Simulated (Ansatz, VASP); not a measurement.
# One calculation of O, two programs

```xyz
2
Lattice="9.0000 0.0000 0.0000 0.0000 9.5000 0.0000 0.0000 0.0000 10.0000" Properties=species:S:1:pos:R:3 pbc="T T T"
O     4.5000    4.7500    4.3973
O     4.5000    4.7500    5.6027
```

Alike in both runs: functional r2SCAN; k mesh 1 × 1 × 1; occupations fermi-dirac, width 0.05 eV; collinear spin.

Ansatz relaxed the structure, and its values are those at the end. VASP's run is a single point on that final structure, the one shown.

|  | VASP | Ansatz |
| --- | --- | --- |
| version | VASP 6.6.1 | Ansatz 0.2.0 |
| potentials or method | VASP PAW PBE potentials, release 64 (O), cutoff 520 eV | plane waves, PAW |
| valence electrons in the cell | 12 | 12 |

|  | VASP | Ansatz | Ansatz less VASP |
| --- | --- | --- | --- |
| rms of the force components (eV/Å) | 0.833 | 0.000 | -0.8328 |
| net moment per atom (μB) | 1.00 | 1.00 | 0.000 |
| size of the moment on the site where the two differ most (μB) | 0.83 | 0.57 | -0.257 |

VASP's potentials were made for PBE, not for r2SCAN. Site moments also hang on the region over which each program counts them. One of these differences is far larger than is usual between the two programs; its cause wasn't traced. The functional is the same, so the differences come from potentials, cutoffs and numerics. Ansatz's warnings: end state compared, stress scf threshold loose.

Noted on VASP's run: the standard files for N, O and F lose accuracy on very short bonds.
